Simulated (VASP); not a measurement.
# C in VASP: relaxation of the atoms with PBE+D3(BJ)

Aim: the relaxation of the atoms of C with PBE+D3(BJ).

Everything below comes from runs of VASP 6.6.1. Logs are shortened: lines on timing, memory, paths and dates and some standing lists are left out, and cuts for length are marked.

**1. The cell of the first run**

The cell holds a slab with vacuum, 10 atoms: a = 3.647 Å, b = 4.269 Å, c = 18.930 Å, α = 90.00°, β = 90.00°, γ = 112.97°.

**2. Relaxation of the atoms, PBE+D3(BJ)**

Contents of INCAR:

```
SYSTEM = C
ALGO = Normal
DIPOL = 0.5 0.5 0.500
EDIFF = 1E-6
EDIFFG = -0.03
ENCUT = 520
GGA = PE
IBRION = 2
IDIPOL = 3
ISIF = 2
ISMEAR = 0
IVDW = 12
KPAR = 2
LASPH = .TRUE.
LCHARG = .FALSE.
LDIPOL = .TRUE.
LREAL = .FALSE.
LWAVE = .FALSE.
NELM = 80
NSW = 70
PREC = Accurate
SIGMA = 0.05
```

Contents of KPOINTS:

```
k-points
0
G
  8 7 1
  0 0 0
```

Contents of POSCAR:

```
C
1.0
    3.6473242190      0.0000000000      0.0000000000
   -1.6658829478      3.9310150939      0.0000000000
    0.0000000000      0.0000000000     18.9299148964
C
10
Selective dynamics
Direct
    0.5001799339      0.3333933113      0.3697850750  F F F
    0.4998200661      0.6666066887      0.3697850750  F F F
    0.5001799339      0.8333933113      0.4348925375  F F F
    0.4998200661      0.1666066887      0.4348925375  F F F
    0.5001799339      0.3333933113      0.5000000000  T T T
    0.4998200661      0.6666066887      0.5000000000  T T T
    0.5001799339      0.8333933113      0.5651074625  T T T
    0.4998200661      0.1666066887      0.5651074625  T T T
    0.5001799339      0.3333933113      0.6302149250  T T T
    0.4998200661      0.6666066887      0.6302149250  T T T
```

Potentials or basis: VASP PAW PBE potentials, release 64 (C).

Command:

```sh
> cat potpaw_PBE.64/C/POTCAR > POTCAR
> mpirun -np 2 vasp_std > vasp.out
```

OUTCAR:

```text
SYSTEM = C
   EDIFF = 1E-6
   EDIFFG = -0.03
   ENCUT = 520
   GGA = PE
   IBRION = 2
   ISIF = 2
   ISMEAR = 0
   IVDW = 12
   LASPH = .TRUE.
   LREAL = .FALSE.
   NELM = 80
   NSW = 70
   PREC = Accurate
 IVDW          = 12

 ion  position               nearest neighbor table
   1  0.500  0.333  0.370-   2 1.42   4 1.42
   2  0.500  0.667  0.370-   1 1.42   3 1.42
   3  0.500  0.833  0.435-   4 1.42   2 1.42   6 1.42
   4  0.500  0.167  0.435-   3 1.42   1 1.42   5 1.42
   5  0.500  0.333  0.500-   6 1.42   4 1.42   8 1.42
   6  0.500  0.667  0.500-   5 1.42   3 1.42   7 1.42
   7  0.500  0.833  0.565-   8 1.42  10 1.42   6 1.42
   8  0.500  0.167  0.565-   7 1.42   9 1.42   5 1.42
   9  0.500  0.333  0.630-  10 1.42   8 1.42
  10  0.500  0.667  0.630-   9 1.42   7 1.42

  LATTYP: Found a simple monoclinic cell.
 ALAT       =     3.6473242190
 B/A-ratio  =     5.1900828552
 C/A-ratio  =     1.1705654015
 COS(beta)  =    -0.3901884672

  Lattice vectors:

 A1 = (   3.6473242190,   0.0000000000,   0.0000000000)
 A2 = (   0.0000000000,   0.0000000000, -18.9299148964)
 A3 = (  -1.6658829478,   3.9310150939,   0.0000000000)

Analysis of symmetry for initial positions (statically):
=====================================================================
 Subroutine PRICEL returns:
 Original cell was already a primitive cell.

 Routine SETGRP: Setting up the symmetry group for a
 simple monoclinic supercell.

 Subroutine GETGRP returns: Found  4 space group operations
 (whereof  4 operations were pure point group operations)
 out of a pool of  4 trial point group operations.

The static configuration has the point symmetry C_2h.

Analysis of symmetry for dynamics (positions and initial velocities):
=====================================================================
 Subroutine PRICEL returns:
 Original cell was already a primitive cell.

 Routine SETGRP: Setting up the symmetry group for a
 simple monoclinic supercell.

 Subroutine GETGRP returns: Found  4 space group operations
 (whereof  4 operations were pure point group operations)
 out of a pool of  4 trial point group operations.

The dynamic configuration has the point symmetry C_2h.

Analysis of constrained symmetry for selective dynamics:
=====================================================================
 Subroutine PRICEL returns:
 Original cell was already a primitive cell.

 Routine SETGRP: Setting up the symmetry group for a
 simple monoclinic supercell.

 Subroutine GETGRP returns: Found  2 space group operations
 (whereof  2 operations were pure point group operations)
 out of a pool of  4 trial point group operations.

The constrained configuration has the point symmetry C_2 .

 Subroutine INISYM returns: Found  2 space group operations
 (whereof  2 operations are pure point group operations),
 and found     1 'primitive' translations

----------------------------------------------------------------------------------------

                                     Primitive cell

  volume of cell :     271.4112

  direct lattice vectors                    reciprocal lattice vectors
     3.647324219  0.000000000  0.000000000     0.274173597  0.116189104  0.000000000
    -1.665882948  3.931015094  0.000000000     0.000000000  0.254387220  0.000000000
     0.000000000  0.000000000 18.929914896     0.000000000  0.000000000  0.052826439

  length of vectors
     3.647324219  4.269431539 18.929914896     0.297776878  0.254387220  0.052826439

  position of ions in fractional coordinates (direct lattice)
[... 74 lines left out ...]
  0.125000  0.428571  0.000000      2.000000
  0.250000  0.428571  0.000000      2.000000
 [... further k-points ...]
   k-points           NKPTS =     29   k-points in BZ     NKDIM =     29   number of bands    NBANDS=     26
   number of dos      NEDOS =    301   number of ions     NIONS =     10
   total plane-waves  NPLWV = 129024
   dimension x,y,z NGX =    28 NGY =   32 NGZ =  144
   dimension x,y,z NGXF=    56 NGYF=   64 NGZF=  288
   ions per type =              10
   NGX,Y,Z   is equivalent  to a cutoff of  12.76, 12.46, 12.65 a.u.
   NGXF,Y,Z  is equivalent  to a cutoff of  25.52, 24.92, 25.29 a.u.
 SYSTEM =  C
   PREC   = accura    normal or accurate (medium, high low for compatibility)
   ISTART =      0    job   : 0-new  1-cont  2-samecut
   ICHARG =      2    charge: 1-file 2-atom 10-const
   ISPIN  =      1    spin polarized calculation?
   LNONCOLLINEAR =      F non collinear calculations
   LSORBIT =      F    spin-orbit coupling
   LASPH  =      T    aspherical Exc in radial PAW
   ENCUT  =  520.0 eV  38.22 Ry    6.18 a.u.   6.78  7.94 35.20*2*pi/ulx,y,z
   NELM   =     80;   NELMIN=  2; NELMDL= -5     # of ELM steps
   EDIFF  = 0.1E-05   stopping-criterion for ELM
   LREAL  =      F    real-space projection
   EDIFFG = -.3E-01   stopping-criterion for IOM
   NSW    =     70    number of steps for IOM
   IBRION =      2    ionic relax: 0-MD 1-quasi-New 2-CG
   NFREE  =      1    steps in history (QN), initial steepest desc. (CG)
   ISIF   =      2    stress and relaxation
   ISYM   =      2    0-nonsym 1-usesym 2-fastsym
   POTIM  = 0.5000    time-step for ionic-motion
   TEBEG  =    0.0;   TEEND  =   0.0 temperature during run
   PSTRESS=    0.0 pullay stress
   NELECT =      40.0000    total number of electrons
   NUPDOWN=      -1.0000    fix difference up-down
   EMIN   =  10.00;   EMAX   =-10.00  energy-range for DOS
   EFERMI =   0.00;   METHOD = LEGACY
   ISMEAR =     0;   SIGMA  =   0.05  broadening in eV -4-tet -1-fermi 0-gaus
   EFERMI_NEDOS =   21; number of points for ismear=-14 and -15
   IALGO  =     38    algorithm
   IMIX   =      4    mixing-type and parameters
     AMIX     =   0.40;   BMIX     =  1.00
     AMIX_MAG =   1.60;   BMIX_MAG =  1.00
  volume/ion in A,a.u.               =      27.14       183.16
  Fermi-wavevector in a.u.,A,eV,Ry     =   0.864740  1.634122 10.174102  0.747775
  Thomas-Fermi vector in A             =   1.982881
   LORBIT       =      0    0 simple, 1 ext, 2 COOP (PROOUT), +10 PAW based schemes
   GGA     = PE    functional components
   LHFCALC =     F    Hartree Fock is set to
   AEXX    =    0.0000 exact exchange contribution
   IVDW    =    12    specifies the selected vdW correction
   LEPSILON=     F    determine dielectric tensor
   LRPA    =     F    only Hartree local field effects (RPA)
 conjugate gradient relaxation of ions
 non-spin polarized calculation
 Gauss-broadening in eV      SIGMA  =   0.05
  energy-cutoff  :      520.00
  volume of cell :      271.41
 maximum number of plane-waves:      7346
   NGX = 13   NGY = 15   NGZ = 71

--------------------------------------- Ionic step        1  -------------------------------------------

 number of electron      39.9999998 magnetization

 Free energy of the ion-electron system (eV)
  ---------------------------------------------------
  ext. energy  EPLUGINS =         0.00000000
  ---------------------------------------------------
  free energy    TOTEN  =       -81.61967602 eV

  energy without entropy =      -81.61717262  energy(sigma->0) =      -81.61842432

------------------------ aborting loop because EDIFF is reached ----------------------------------------

 vacuum level on the upper side and lower side of the slab       (xc-potential included)        -0.009        -0.009

 Edisp (eV)   -1.16709

 E8    (eV) :    -0.3484

  FORCE on cell =-STRESS in cart. coord.  units (eV):
  Direction    XX          YY          ZZ          XY          YZ          ZX
  --------------------------------------------------------------------------------------
  -------------------------------------------------------------------------------------
  Total      -2.05921   -12.07221    -5.47090     5.11493     0.00000     0.00000
  in kB     -12.15579   -71.26392   -32.29545    30.19416     0.00000     0.00000
  external pressure =      -38.57 kB  Pullay stress =        0.00 kB
[... 73 lines left out ...]
  FREE ENERGIE OF THE ION-ELECTRON SYSTEM (eV)
  ---------------------------------------------------
  free  energy   TOTEN  =       -57.3669568116 eV

  energy  without entropy=      -57.3633453349  energy(sigma->0) =      -57.36515107

 dipolmoment           0.000000      0.000000      0.005664 electrons x Angstroem

--------------------------------------- Ionic step        3  -------------------------------------------

 number of electron      39.9999998 magnetization

------------------------ aborting loop because EDIFF is reached ----------------------------------------
[... 37 lines left out ...]
  FREE ENERGIE OF THE ION-ELECTRON SYSTEM (eV)
  ---------------------------------------------------
  free  energy   TOTEN  =       -82.9657325247 eV

  energy  without entropy=      -82.9624007319  energy(sigma->0) =      -82.96406663

[... ionic steps 4 to 19 ...]

--------------------------------------- Ionic step       20  -------------------------------------------

 number of electron      39.9999997 magnetization

------------------------ aborting loop because EDIFF is reached ----------------------------------------
[... 91 lines left out ...]
--------------------------------------- Ionic step       22  -------------------------------------------

 number of electron      39.9999997 magnetization

 dipolmoment           0.000000      0.000000     -0.074372 electrons x Angstroem

 Free energy of the ion-electron system (eV)
  ---------------------------------------------------
  ext. energy  EPLUGINS =         0.00000000
  ---------------------------------------------------
  free energy    TOTEN  =       -82.51437101 eV

  energy without entropy =      -82.51118140  energy(sigma->0) =      -82.51277620

 E-fermi :  -2.7778     XC(G=0):  -4.2592

 val. band max:       -2.7801552286   @ k =  -0.1250   0.4286   0.0000
 cond. band min:      -2.7157134419   @ k =  -0.2500   0.4286   0.0000
 fundamental gap:      0.0644417867
 Fermi energy:        -2.7777815453

 k-point     1 :       0.0000    0.0000    0.0000
  band No.  band energies     occupation
      1     -21.4826      2.00000
      2     -19.6418      2.00000
      3     -16.9337      2.00000
      4     -16.0613      2.00000
      5     -15.4639      2.00000
      6     -14.5856      2.00000
[... 685 lines left out ...]
     25       2.9866      0.00000
     26       3.3738      0.00000

 [... further k-points ...]

------------------------ aborting loop because EDIFF is reached ----------------------------------------

 vacuum level on the upper side and lower side of the slab       (xc-potential included)        -0.509         0.386

 Edisp (eV)   -1.16868

 E8    (eV) :    -0.3490

  FORCE on cell =-STRESS in cart. coord.  units (eV):
  Direction    XX          YY          ZZ          XY          YZ          ZX
  --------------------------------------------------------------------------------------
  -------------------------------------------------------------------------------------
  Total       0.08676    -1.52992    -2.90154     0.66796     0.00000     0.00000
  in kB       0.51218    -9.03133   -17.12818     3.94306     0.00000     0.00000
  external pressure =       -8.55 kB  Pullay stress =        0.00 kB
[... 25 lines left out ...]
  FREE ENERGIE OF THE ION-ELECTRON SYSTEM (eV)
  ---------------------------------------------------
  free  energy   TOTEN  =       -83.6830488034 eV

  energy  without entropy=      -83.6798591956  energy(sigma->0) =      -83.68145400

 reached required accuracy - stopping structural energy minimisation

 vacuum level on the upper side and lower side of the slab         2.771         3.698
```

It took 16 min on 2 MPI ranks of AMD EPYC 9R45 (Zen 5), shared host; peak memory 0.43 GiB.

What came out:

| Quantity | Value |
| --- | --- |
| Free energy | -83.6830 eV |
| Band gap on the k mesh | zero (bands 20 and 21 overlap by 0.74 eV) |
| Dispersion energy per atom | -0.117 eV |

Final structure:
```
CELL_PARAMETERS angstrom
3.64732 0.00000 0.00000
-1.66588 3.93102 0.00000
0.00000 0.00000 18.92991
ATOMIC_POSITIONS crystal
C 0.50018 0.33339 0.36979
C 0.49982 0.66661 0.36979
C 0.50018 0.83339 0.43489
C 0.49982 0.16661 0.43489
C 0.50011 0.33530 0.50005
C 0.49989 0.66470 0.50005
C 0.50004 0.83657 0.56549
C 0.49996 0.16343 0.56549
C 0.49972 0.35427 0.62519
C 0.50028 0.64573 0.62519
```

Levels at points of the mesh, in eV from the Fermi level:
```csv
k point,band 18,band 19,band 20,band 21,band 22,band 23
"(0.00, 0.00, 0.00)",-1.38,-1.32,0.63,0.69,1.27,1.75
"(0.50, 0.00, 0.00)",-1.07,-0.74,0.08,1.12,1.30,1.94
```

The gap in the log of VASP goes by the Fermi energy; the results here count the filled bands.